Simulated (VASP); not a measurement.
Ge: single point with PBEsol

Ge:

```xyz
1
Lattice="2.7105 0.0000 0.0000 0.0000 2.7105 0.0000 0.0000 0.0000 2.7105" Properties=species:S:1:pos:R:3 pbc="T T T"
Ge    0.0000    0.0000    0.0000
```

This isn't the form of Ge at room conditions, which is diamond.

* Program: VASP 6.6.1
* Task: single point
* Functional: PBEsol
* Potentials or basis: VASP PAW PBE potentials, release 64 (Ge_d)
* Cutoff: 520 eV
* k mesh: 6 × 6 × 6
* Occupations: fermi-dirac, width 0.05 eV
* Spin: no spin polarisation
* Dipole correction: no
* Further INCAR settings: ALGO = Normal; EDIFF = 1e-07; NBANDS = 13

```yaml
Pressure: -3.7 GPa
Band_gap_on_the_k_mesh: zero (bands 7 and 8 overlap by 9.09 eV)
```

Levels at points of the mesh, in eV from the Fermi level:
| k point | band 5 | band 6 | band 7 | band 8 | band 9 | band 10 |
| --- | --- | --- | --- | --- | --- | --- |
| (0.00, 0.00, 0.00) | -24.42 | -12.80 | 6.51 | 6.51 | 6.51 | 9.98 |
| (0.50, 0.00, 0.00) | -24.41 | -9.08 | -5.65 | 9.36 | 9.36 | 13.20 |
| (0.50, 0.50, 0.00) | -24.34 | -5.15 | -2.58 | -2.58 | 3.08 | 12.14 |
| (0.50, 0.50, 0.50) | -24.34 | -0.63 | 0.28 | 0.28 | 0.28 | 6.82 |

It took 3.8 s on 1 thread of Intel Xeon 8259CL (shared host), peak memory 0.12 GiB.

Caveat: the k points lie up to 0.39 Å⁻¹ apart, too coarse for converged energies and pressures of a metal; the PAW data sets were made with another functional, which shifts forces and pressure a little.
